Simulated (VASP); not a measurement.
Cd2HgS3:

```
Cd Hg S
1.0
     4.18240   -0.03598   -0.07721
    -0.06233    7.10154   -0.01089
    -0.18880   -0.01538   10.14800
Cd Hg S
4 2 6
Cartesian
  2.0520 3.5414 0.0212
  0.1059 -0.1265 -0.0653
  1.8666 1.0496 3.2174
  4.1083 4.7818 3.3730
  3.9979 2.3325 6.7906
  1.8914 5.9037 6.6948
  4.0869 -0.0064 7.6304
  1.7684 3.4981 7.5216
  4.0698 2.3162 4.0221
  1.9791 6.0790 3.9854
  2.1317 1.1838 0.9168
  4.2399 4.5975 0.8858
```

- Program: VASP 6.6.1
- Task: relaxation of cell and atoms
- Functional: PBE
- Potentials or basis: VASP PAW PBE potentials, release 64 (Cd, Hg, S)
- Cutoff: 600 eV
- k mesh: 4 × 2 × 2
- Occupations: gaussian, width 0.1 eV
- Spin: no spin polarisation

At the start: pressure 4.6 GPa; volume 25.11 Å³/atom.

Task: How do energy, volume and symmetry change on relaxing?

Result: Over 20 steps the energy falls by 117.5 meV/atom and the volume is 26.44 Å³/atom (+5.3 %); space group P1 (No. 1, to 0.1 Å) before, Pc (No. 7, to 0.1 Å).

The path:
```
step  energy change (eV)  largest force (eV/Å)  pressure (GPa)  volume (Å³)
   1              0.0000                3.6886            4.59       301.28
   2             -1.1031                0.5744           -2.23       333.65
   3             -1.1253                0.6477           -1.52       328.40
   4             -1.3101                0.4270           -0.33       319.28
   5             -1.3477                0.2863            0.65       313.13
   6             -1.3731                0.1562            0.08       316.41
   7             -1.3747                0.1505           -0.09       317.48
   8             -1.3828                0.1284           -0.06       317.29
   9             -1.3890                0.1326            0.02       316.93
  10             -1.3945                0.0985            0.01       317.03
  11             -1.3966                0.0984            0.00       317.14
  12             -1.4010                0.0825           -0.01       317.22
  13             -1.4019                0.0972           -0.02       317.28
  14             -1.4050                0.0585            0.03       317.07
  15             -1.4067                0.0617            0.09       316.76
  16             -1.4082                0.0347           -0.19       318.38
  17             -1.4084                0.0382           -0.12       317.99
  18             -1.4091                0.0455            0.12       316.52
  19             -1.4094                0.0299            0.03       317.06
  20             -1.4098                0.0249            0.00       317.25
```

Final structure:
```
Cd Hg S
1.0
     4.22321    0.00059    0.00048
     0.00026    7.28936   -0.00767
     0.00027   -0.01330   10.30568
Cd Hg S
4 2 6
Direct
  0.50655 0.49752 0.00143
  0.00469 0.99880 0.00213
  0.49908 0.16839 0.33427
  0.99830 0.66797 0.33187
  0.98896 0.33301 0.66615
  0.50105 0.83377 0.66486
  0.00062 0.00029 0.75257
  0.49332 0.50075 0.75207
  0.99918 0.33521 0.41452
  0.49844 0.83421 0.41345
  0.50417 0.16525 0.08431
  0.00564 0.66483 0.08237
```

Caveat: the k points lie up to 0.43 Å⁻¹ apart in the final cell.
